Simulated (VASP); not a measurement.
Wanted: the native input for a VASP 6.6.1 run.

```yaml
Task: single point
Functional: PBE
Potentials_or_basis: VASP PAW PBE potentials, release 64 (Hf_pv, N)
Cutoff: 520 eV
k_mesh: 14 × 14 × 14
Occupations: gaussian, width 0.1 eV
Spin: no spin polarisation
Dipole_correction: no
Further_INCAR_settings: ALGO = Normal; EDIFF = 1e-07; NBANDS = 14
```

The structure of HfN lies in POSCAR:

```
HfN
1.0
    0.0000000000      2.3991957335      2.3991957335
    2.3991957335      0.0000000000      2.3991957335
    2.3991957335      2.3991957335      0.0000000000
Hf N
1 1
Direct
    0.0000000000      0.0000000000      0.0000000000
    0.7500000000      0.7500000000      0.7500000000
```

This cell differs from its parent crystal: strained.

One way to write it, as run:

INCAR

```
PREC = Accurate
ENCUT = 520
EDIFF = 1E-7
ISMEAR = 0
SIGMA = 0.1
LREAL = F
LASPH = T
NELM = 60
ALGO = Normal
ISIF = 2
LWAVE = F
LCHARG = T
GGA = PE
LELF = T
LVHAR = T
NBANDS = 14
```

KPOINTS

```
regular mesh
0
Gamma
  14 14 14
```

Potentials or basis: VASP PAW PBE potentials, release 64 (Hf_pv, N).

Run with:

```console
$ cat potpaw_PBE.64/Hf_pv/POTCAR potpaw_PBE.64/N/POTCAR > POTCAR
$ mpirun -np 1 vasp_std > vasp.out
```

It gave:

The pressure is 15.0 GPa.

Caveat: the cell differs from its parent crystal (strained).

Wall time 2.3 min on 1 thread of AMD EPYC 7R13, with other jobs on the host, peak memory 0.16 GiB.
